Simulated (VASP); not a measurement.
# Al (P6_3/mmc) in VASP: further runs

Runs on Al. Level: PBEsol+D3(BJ). Tasks: single point.

All numbers are computed with VASP 6.6.1; they aren't measurements. Logs are shortened: lines on timing, memory, paths and dates and some standing lists are left out, and cuts for length are marked.

### Step 1. The cell of the first run

The structure is hexagonal, space group P6_3/mmc (No. 194). The conventional cell has a = 2.762 Å, b = 2.762 Å, c = 4.652 Å, α = 90.00°, β = 90.00°, γ = 120.00°. Al (site symmetry -6m2) has 12 Al at 2.76 to 2.82 Å within 3.6 Å.

This isn't the form of Al at room conditions, which is fcc.

### Step 2. Single point, PBEsol+D3(BJ) (biaxial strain in the a-b plane: -1.0 %, then relaxed in part)

INCAR reads:

```
SYSTEM = Al
PREC = Accurate
ENCUT = 520
EDIFF = 1E-6
ISMEAR = 0
SIGMA = 0.1
LREAL = .FALSE.
LASPH = .TRUE.
NELM = 100
ALGO = Fast
ISIF = 2
LWAVE = .FALSE.
LCHARG = .FALSE.
GGA = PS
IVDW = 12
NBANDS = 10
```

KPOINTS reads:

```
Automatic mesh
0
G
  24 24 12
  0 0 0
```

POSCAR reads:

```
Al
1.0
    2.7623565938      0.0000000000      0.0000000000
   -1.3811782969      2.3922709845      0.0000000000
    0.0000000000      0.0000000000      4.6516034779
Al
2
Direct
    0.6666666667      0.3333333333      0.7500000000
    0.3333333333      0.6666666667      0.2500000000
```

Potentials or basis: VASP PAW PBE potentials, release 64 (Al).

Started as:

```sh
$ cat potpaw_PBE.64/Al/POTCAR > POTCAR
$ mpirun -np 1 vasp_std > vasp.out
```

OUTCAR:

```text
SYSTEM = Al
   PREC = Accurate
   ENCUT = 520
   EDIFF = 1E-6
   ISMEAR = 0
   LREAL = .FALSE.
   LASPH = .TRUE.
   NELM = 100
   ISIF = 2
   GGA = PS
   IVDW = 12
 IVDW          = 12

 ion  position               nearest neighbor table
   1  0.667  0.333  0.750-   2 2.82   2 2.82   2 2.82   2 2.82   2 2.82   2 2.82
   2  0.333  0.667  0.250-   1 2.82   1 2.82   1 2.82   1 2.82   1 2.82   1 2.82

  LATTYP: Found a hexagonal cell.
 ALAT       =     2.7623565938
 C/A-ratio  =     1.6839257786

  Lattice vectors:

 A1 = (   2.7623565938,   0.0000000000,   0.0000000000)
 A2 = (  -1.3811782969,   2.3922709845,   0.0000000000)
 A3 = (   0.0000000000,   0.0000000000,   4.6516034779)

Analysis of symmetry for initial positions (statically):
=====================================================================
 Subroutine PRICEL returns:
 Original cell was already a primitive cell.

 Routine SETGRP: Setting up the symmetry group for a
 hexagonal supercell.

 Subroutine GETGRP returns: Found 24 space group operations
 (whereof 12 operations were pure point group operations)
 out of a pool of 24 trial point group operations.

The static configuration has the point symmetry D_3d.
 The point group associated with its full space group is D_6h.

Analysis of symmetry for dynamics (positions and initial velocities):
=====================================================================
 Subroutine PRICEL returns:
 Original cell was already a primitive cell.

 Routine SETGRP: Setting up the symmetry group for a
 hexagonal supercell.

 Subroutine GETGRP returns: Found 24 space group operations
 (whereof 12 operations were pure point group operations)
 out of a pool of 24 trial point group operations.

The dynamic configuration has the point symmetry D_3d.
 The point group associated with its full space group is D_6h.

 Subroutine INISYM returns: Found 24 space group operations
 (whereof 12 operations are pure point group operations),
 and found     1 'primitive' translations

----------------------------------------------------------------------------------------

                                     Primitive cell

  volume of cell :      30.7392

  direct lattice vectors                    reciprocal lattice vectors
     2.762356594  0.000000000  0.000000000     0.362009743  0.209006422  0.000000000
    -1.381178297  2.392270985  0.000000000     0.000000000  0.418012845  0.000000000
     0.000000000  0.000000000  4.651603478     0.000000000  0.000000000  0.214979631

  length of vectors
     2.762356594  2.762356594  4.651603478     0.418012845  0.418012845  0.214979631

  position of ions in fractional coordinates (direct lattice)
     0.666666667  0.333333333  0.750000000
     0.333333333  0.666666667  0.250000000

  ion indices of the primitive-cell ions
   primitive index   ion index
                 1           1
                 2           2

----------------------------------------------------------------------------------------

 KPOINTS: Automatic mesh

Automatic generation of k-mesh.
 Grid dimensions read from file:
 generate k-points for:   24   24   12

 Generating k-lattice:

  Cartesian coordinates                     Fractional coordinates (reciprocal lattice)
     0.015083739  0.008708601  0.000000000     0.041666667 -0.000000000  0.000000000
     0.000000000  0.017417202  0.000000000     0.000000000  0.041666667  0.000000000
     0.000000000  0.000000000  0.017914969     0.000000000  0.000000000  0.083333333

  Length of vectors
     0.017417202  0.017417202  0.017914969

  Shift w.r.t. Gamma in fractional coordinates (k-lattice)
     0.000000000  0.000000000  0.000000000

 Subroutine IBZKPT returns following result:
 ===========================================

 Found    427 irreducible k-points:

 Following reciprocal coordinates:
            Coordinates               Weight
  0.000000  0.000000  0.000000      1.000000
  0.041667 -0.000000  0.000000      6.000000
  0.083333 -0.000000  0.000000      6.000000
  0.125000 -0.000000  0.000000      6.000000
  0.166667 -0.000000  0.000000      6.000000
  0.208333 -0.000000  0.000000      6.000000
[... 16 lines left out ...]
  0.416667  0.041667  0.000000     12.000000
  0.458333  0.041667  0.000000     12.000000
 [... further k-points ...]
   k-points           NKPTS =    427   k-points in BZ     NKDIM =    427   number of bands    NBANDS=     10
   number of dos      NEDOS =    301   number of ions     NIONS =      2
   total plane-waves  NPLWV =  20736
   dimension x,y,z NGX =    24 NGY =   24 NGZ =   36
   dimension x,y,z NGXF=    48 NGYF=   48 NGZF=   72
   ions per type =               2
   NGX,Y,Z   is equivalent  to a cutoff of  14.44, 14.44, 12.87 a.u.
   NGXF,Y,Z  is equivalent  to a cutoff of  28.89, 28.89, 25.73 a.u.
 SYSTEM =  Al
   PREC   = accura    normal or accurate (medium, high low for compatibility)
   ISTART =      0    job   : 0-new  1-cont  2-samecut
   ICHARG =      2    charge: 1-file 2-atom 10-const
   ISPIN  =      1    spin polarized calculation?
   LNONCOLLINEAR =      F non collinear calculations
   LSORBIT =      F    spin-orbit coupling
   LASPH  =      T    aspherical Exc in radial PAW
   ENCUT  =  520.0 eV  38.22 Ry    6.18 a.u.   5.14  5.14  8.65*2*pi/ulx,y,z
   NELM   =    100;   NELMIN=  2; NELMDL= -5     # of ELM steps
   EDIFF  = 0.1E-05   stopping-criterion for ELM
   LREAL  =      F    real-space projection
   EDIFFG = 0.1E-04   stopping-criterion for IOM
   NSW    =      0    number of steps for IOM
   IBRION =     -1    ionic relax: 0-MD 1-quasi-New 2-CG
   NFREE  =      0    steps in history (QN), initial steepest desc. (CG)
   ISIF   =      2    stress and relaxation
   ISYM   =      2    0-nonsym 1-usesym 2-fastsym
   POTIM  = 0.5000    time-step for ionic-motion
   TEBEG  =    0.0;   TEEND  =   0.0 temperature during run
   PSTRESS=    0.0 pullay stress
   NELECT =       6.0000    total number of electrons
   NUPDOWN=      -1.0000    fix difference up-down
   EMIN   =  10.00;   EMAX   =-10.00  energy-range for DOS
   EFERMI =   0.00;   METHOD = LEGACY
   ISMEAR =     0;   SIGMA  =   0.10  broadening in eV -4-tet -1-fermi 0-gaus
   EFERMI_NEDOS =   21; number of points for ismear=-14 and -15
   IALGO  =     68    algorithm
   IMIX   =      4    mixing-type and parameters
     AMIX     =   0.40;   BMIX     =  1.00
     AMIX_MAG =   1.60;   BMIX_MAG =  1.00
  volume/ion in A,a.u.               =      15.37       103.72
  Fermi-wavevector in a.u.,A,eV,Ry     =   0.949644  1.794568 12.270065  0.901824
  Thomas-Fermi vector in A             =   2.077947
   LORBIT       =      0    0 simple, 1 ext, 2 COOP (PROOUT), +10 PAW based schemes
   GGA     = PS    functional components
   LHFCALC =     F    Hartree Fock is set to
   AEXX    =    0.0000 exact exchange contribution
   IVDW    =    12    specifies the selected vdW correction
   LEPSILON=     F    determine dielectric tensor
   LRPA    =     F    only Hartree local field effects (RPA)
 non-spin polarized calculation
 RMM-DIIS sequential band-by-band and
 Gauss-broadening in eV      SIGMA  =   0.10
  energy-cutoff  :      520.00
  volume of cell :       30.74
 maximum number of plane-waves:       845
 NGX is ok and might be reduce to    24
   NGX = 11   NGY = 11   NGZ = 17

 number of electron       6.0000000 magnetization

 Free energy of the ion-electron system (eV)
  ---------------------------------------------------
  ext. energy  EPLUGINS =         0.00000000
  ---------------------------------------------------
  free energy    TOTEN  =        -8.08932776 eV

  energy without entropy =       -8.08635751  energy(sigma->0) =       -8.08784264

 E-fermi :   8.7021     XC(G=0): -10.5192

 val. band max:        8.6967684734   @ k =   0.3333   0.3333   0.3333
 cond. band min:       8.7271873665   @ k =   0.2917   0.0833   0.0833
 fundamental gap:      0.0304188931
 Fermi energy:         8.7020711323

 k-point     1 :       0.0000    0.0000    0.0000
  band No.  band energies     occupation
      1      -2.9232      2.00000
      2       3.6607      2.00000
      3       3.8457      2.00000
      4      20.3858      0.00000
      5      20.3858      0.00000
      6      20.4717      0.00000
      7      20.4717      0.00000
      8      20.7070      0.00000
      9      22.8990      0.00000
     10      23.8753      0.00000

 k-point     2 :       0.0417   -0.0000    0.0000
  band No.  band energies     occupation
      1      -2.8784      2.00000
      2       3.7022      2.00000
      3       3.8894      2.00000
      4      19.0723      0.00000
      5      19.5651      0.00000
      6      20.3723      0.00000
      7      21.3592      0.00000
      8      21.3784      0.00000
      9      22.9175      0.00000
     10      24.3233      0.00000

 k-point     3 :       0.0833   -0.0000    0.0000
  band No.  band energies     occupation
      1      -2.7439      2.00000
      2       3.8267      2.00000
      3       4.0200      2.00000
      4      17.4583      0.00000
      5      18.7761      0.00000
      6      19.8763      0.00000
      7      21.6124      0.00000
      8      22.3267      0.00000
      9      22.8753      0.00000
     10      23.6292      0.00000

 k-point     4 :       0.1250   -0.0000    0.0000
  band No.  band energies     occupation
      1      -2.5200      2.00000
      2       4.0343      2.00000
      3       4.2366      2.00000
      4      15.8098      0.00000
      5      18.0617      0.00000
      6      19.2068      0.00000
      7      21.2730      0.00000
      8      21.7831      0.00000
      9      22.9792      0.00000
     10      23.0720      0.00000
[... 222 lines left out ...]
 k-point    22 :       0.3750    0.0417    0.0000
  band No.  band energies     occupation
      1       1.0947      2.00000
      2       6.0290      2.00000
      3       7.4337      2.00000
      4       8.0660      2.00000
      5      12.5024      0.00000
      6      12.5736      0.00000
      7      14.6554      0.00000
      8      17.8599      0.00000
      9      20.3241      0.00000
     10      20.4131      0.00000

 k-point    23 :       0.4167    0.0417    0.0000
  band No.  band energies     occupation
      1       1.9593      2.00000
      2       4.9813      2.00000
      3       8.2505      2.00000
      4       8.7296      0.69674
      5      11.3532      0.00000
      6      11.5757      0.00000
      7      14.4367      0.00000
      8      17.6864      0.00000
      9      20.1530      0.00000
     10      20.2839      0.00000

 k-point    24 :       0.4583    0.0417    0.0000
  band No.  band energies     occupation
      1       2.9008      2.00000
      2       3.9145      2.00000
      3       9.0889      0.00000
      4       9.4990      0.00000
      5      10.3484      0.00000
      6      10.6650      0.00000
      7      14.3345      0.00000
      8      17.5998      0.00000
      9      20.0674      0.00000
     10      20.2190      0.00000

 [... further k-points ...]

------------------------ aborting loop because EDIFF is reached ----------------------------------------

 Edisp (eV)   -0.68247

 E8    (eV) :    -0.4596

  FORCE on cell =-STRESS in cart. coord.  units (eV):
  Direction    XX          YY          ZZ          XY          YZ          ZX
  --------------------------------------------------------------------------------------
  -------------------------------------------------------------------------------------
  Total       0.55547     0.55547     0.01372     0.00000    -0.00000     0.00000
  in kB      28.95224    28.95224     0.71499     0.00000    -0.00000     0.00000
  external pressure =       19.54 kB  Pullay stress =        0.00 kB

 VOLUME and BASIS-vectors are now :
 -----------------------------------------------------------------------------
  energy-cutoff  :      520.00
  volume of cell :       30.74
      direct lattice vectors                 reciprocal lattice vectors
     2.762356594  0.000000000  0.000000000     0.362009743  0.209006422  0.000000000
    -1.381178297  2.392270985  0.000000000     0.000000000  0.418012845  0.000000000
     0.000000000  0.000000000  4.651603478     0.000000000  0.000000000  0.214979631

 POSITION                                       TOTAL-FORCE (eV/Angst)
 -----------------------------------------------------------------------------------
      1.38118      0.79742      3.48870         0.000000     -0.000000      0.000000
     -0.00000      1.59485      1.16290        -0.000000      0.000000      0.000000
 -----------------------------------------------------------------------------------
    total drift:                                0.000000     -0.000000     -0.000000

  FREE ENERGIE OF THE ION-ELECTRON SYSTEM (eV)
  ---------------------------------------------------
  free  energy   TOTEN  =        -8.7717983399 eV

  energy  without entropy=       -8.7688280859  energy(sigma->0) =       -8.77031321
```

Run time: 38 s. Hardware: 1 thread of Intel Xeon 6975P-C (Granite Rapids), shared host; peak memory 0.23 GiB.

Results:

- Free energy: -8.7718 eV
- Pressure: 2.0 GPa
- Band gap on the k mesh: zero (bands 3 and 4 overlap by 7.25 eV)
- Dispersion energy per atom: -0.341 eV

Caveat: the cell differs from its parent crystal (biaxial strain in the a-b plane: -1.0 %, then relaxed in part); the PAW data sets were made with another functional, which shifts forces and pressure a little.

(Continued in part 2 of 2.)

The gap in the log of VASP goes by the Fermi energy; the results here count the filled bands.